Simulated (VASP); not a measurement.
Crystal: Re.

```
CELL_PARAMETERS angstrom
2.76080 0.00000 0.00000
-1.38040 2.39092 0.00000
0.00000 0.00000 4.45820
ATOMIC_POSITIONS crystal
Re 0.33333 0.66667 0.25000
Re 0.66667 0.33333 0.75000
```

| Property | Result |
| --- | --- |
| Program | VASP 6.6.1 |
| Task | relaxation of cell and atoms |
| Functional | PBEsol |
| Potentials or basis | VASP PAW PBE potentials, release 64 (Re) |
| Cutoff | 600 eV |
| k mesh | 18 × 18 × 10 |
| Occupations | gaussian, width 0.1 eV |
| Spin | no spin polarisation |

At the start: pressure -4.1 GPa; volume 14.71 Å³/atom.

Question: Where does the relaxation end?

Answer: Over 8 steps the energy falls by 2.0 meV/atom and the volume is 14.56 Å³/atom (-1.1 %); space group P6_3/mmc (No. 194, to 0.05 Å).

The path:
| step | energy change (eV) | largest force (eV/Å) | pressure (GPa) | volume (Å³) |
| --- | --- | --- | --- | --- |
| 1 | 0.0000 | 0.0000 | -4.14 | 29.43 |
| 2 | 0.0721 | 0.0000 | 19.87 | 27.84 |
| 3 | -0.0041 | 0.0000 | -0.08 | 29.12 |
| 4 | -0.0041 | 0.0000 | -0.07 | 29.12 |
| 5 | -0.0040 | 0.0000 | 0.44 | 29.09 |
| 6 | -0.0041 | 0.0000 | 0.09 | 29.11 |
| 7 | -0.0040 | 0.0000 | -0.31 | 29.14 |
| 8 | -0.0041 | 0.0000 | 0.02 | 29.12 |

Final structure:
```xyz
2
Lattice="2.7510 0.0000 0.0000 -1.3755 2.3824 0.0000 0.0000 0.0000 4.4427" Properties=species:S:1:pos:R:3 pbc="T T T"
Re    0.0000    1.5883    1.1107
Re    1.3755    0.7941    3.3320
```

Caveat: the PAW data sets were made with another functional, which shifts forces and pressure a little.
